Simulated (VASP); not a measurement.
Wanted: the native input for a VASP 6.6.1 run.

| Property | Result |
| --- | --- |
| Task | single point |
| Functional | PBE |
| Potentials or basis | VASP PAW PBE potentials, release 64 (Ag) |
| Cutoff | 500 eV |
| k mesh | 15 × 15 × 15 |
| Occupations | fermi-dirac, width 0.1 eV |
| Spin | no spin polarisation |
| Dipole correction | no |
| Further INCAR settings | ALGO = Normal; EDIFF = 1e-06; NBANDS = 12 |

The structure of Ag lies in POSCAR:

```
Ag
1.0
   -1.6945888715      1.6945888715      1.6945888715
    1.6945888715     -1.6945888715      1.6945888715
    1.6945888715      1.6945888715     -1.6945888715
Ag
1
Direct
    0.0000000000      0.0000000000      0.0000000000
```

This cell differs from its parent crystal: volume scaled by 1.08.

One way to write it, as run:

INCAR

```
SYSTEM = Ag
PREC = Accurate ; ENCUT = 500
EDIFF = 1E-6 ; ISMEAR = -1
SIGMA = 0.1 ; LREAL = .FALSE.
LASPH = .TRUE. ; NELM = 120
ALGO = Normal ; ISIF = 2
LWAVE = .FALSE. ; LCHARG = .TRUE.
GGA = PE ; LELF = .TRUE.
LVHAR = .TRUE. ; NBANDS = 12
GGA_COMPAT = .FALSE.
```

KPOINTS

```
regular mesh
0
G
  15 15 15
  0 0 0
```

Potentials or basis: VASP PAW PBE potentials, release 64 (Ag).

Launch:

```bash
$ cat potpaw_PBE.64/Ag/POTCAR > POTCAR
$ mpirun -np 1 vasp_std > vasp.out
```

It gave:

```yaml
Pressure: -5.7 GPa
```

Wall time 17 s on 1 thread of Intel Xeon 8259CL, on a shared host, peak memory 0.16 GiB.
